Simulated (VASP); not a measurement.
The system is LiF.

```
CELL_PARAMETERS angstrom
2.90047 0.00000 0.00000
-1.45023 2.51188 0.00000
0.00000 0.00000 5.05903
ATOMIC_POSITIONS crystal
Li 0.33333 0.66667 0.00578
Li 0.66667 0.33333 0.50578
F 0.33333 0.66667 0.36922
F 0.66667 0.33333 0.86922
```

This cell differs from its parent crystal: epitaxial xy strain -5.9%.

Base run:

| Quantity | Value |
| --- | --- |
| Program | VASP 6.6.1 |
| Functional | r2SCAN |
| Potentials or basis | VASP PAW PBE potentials, release 64 (Li_sv, F) |
| Cutoff | 520 eV |
| k mesh | 12 × 12 × 6 |
| Occupations | gaussian, width 0.01 eV |
| Spin | no spin polarisation |

Its results: band gap on the k mesh 9.00 eV.

Question: The run is repeated on the same cell with these changes: functional from r2SCAN to HSE06; k mesh from 12 × 12 × 6 to 6 × 6 × 4. What comes out?

Answer: Band gap on the k mesh 10.39 eV.

Several settings changed at once.

A k mesh can miss the band edges.
